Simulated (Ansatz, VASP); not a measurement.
Two plane-wave programs on AlN

File INCAR:

```
ALGO = Normal
EDIFF = 1E-6
ENCUT = 520
GGA = PE
ISIF = 2
ISMEAR = 0
LASPH = T
LCHARG = F
LREAL = F
LWAVE = F
NBANDS = 26
NELM = 60
PREC = Accurate
SIGMA = 0.01
```

The input KPOINTS:

```
k-points
0
Gamma
  3 3 3
```

Contents of POSCAR:

```
AlN
1.0
    0.0000000000     -4.4031742015      0.0000000000
    0.0000000000      0.0000000000     -4.4031742015
    4.4031742015      0.0000000000      0.0000000000
Al N
4 4
Direct
    0.0000000000      0.0000000000      0.0000000000
    0.5000000000      0.0000000000      0.5000000000
    0.0000000000      0.5000000000      0.5000000000
    0.5000000000      0.5000000000      0.0000000000
    0.7500000000      0.7500000000      0.7500000000
    0.2500000000      0.7500000000      0.2500000000
    0.7500000000      0.2500000000      0.2500000000
    0.2500000000      0.2500000000      0.7500000000
```

Input for Ansatz:

```yaml
crystal:
  lattice:
    - [0.0, -4.4031742015, 0.0]
    - [0.0, 0.0, -4.4031742015]
    - [4.4031742015, 0.0, 0.0]
  atoms:
    - { symbol: Al, position: [0.0, 0.0, 0.0] }
    - { symbol: Al, position: [0.5, 0.0, 0.5] }
    - { symbol: Al, position: [0.0, 0.5, 0.5] }
    - { symbol: Al, position: [0.5, 0.5, 0.0] }
    - { symbol: "N", position: [0.75, 0.75, 0.75] }
    - { symbol: "N", position: [0.25, 0.75, 0.25] }
    - { symbol: "N", position: [0.75, 0.25, 0.25] }
    - { symbol: "N", position: [0.25, 0.25, 0.75] }
basis:
  ecutwfc: 420
  xc_grid: 2
kpoints:
  mp_grid: { grid: [3, 3, 3], shift: [0.0, 0.0, 0.0] }
hamiltonian:
  xc: pbe
scf:
  occupations: { method: gaussian, width: 0.01 }
output:
  forces: true
  stress: true
  eigenvalues: true
  write_density: true
  write_potential: true
  elf: true
  volumetric_format: npy
```

Alike in both runs: task single point; functional PBE; k mesh 3 × 3 × 3; occupations gaussian, width 0.01 eV; no spin polarisation.

|  | VASP | Ansatz |
| --- | --- | --- |
| version | VASP 6.6.1 | Ansatz 0.2.0 |
| potentials or method | VASP PAW PBE potentials, release 64 (Al, N), cutoff 520 eV | scalar-relativistic, plane waves, PAW |
| valence electrons in the cell | 32 | 32 |

Ansatz gave:

* gap on the k mesh at the Fermi level (eV): 3.31
* least direct gap on the mesh (eV): 3.31
* pressure (GPa): 0.0

Question: Estimate VASP's values.

Answer: gap on the k mesh at the Fermi level (eV): 3.30; least direct gap on the mesh (eV): 3.30; pressure (GPa): -0.3.

The k mesh is coarse, so the values compare programs but aren't converged.
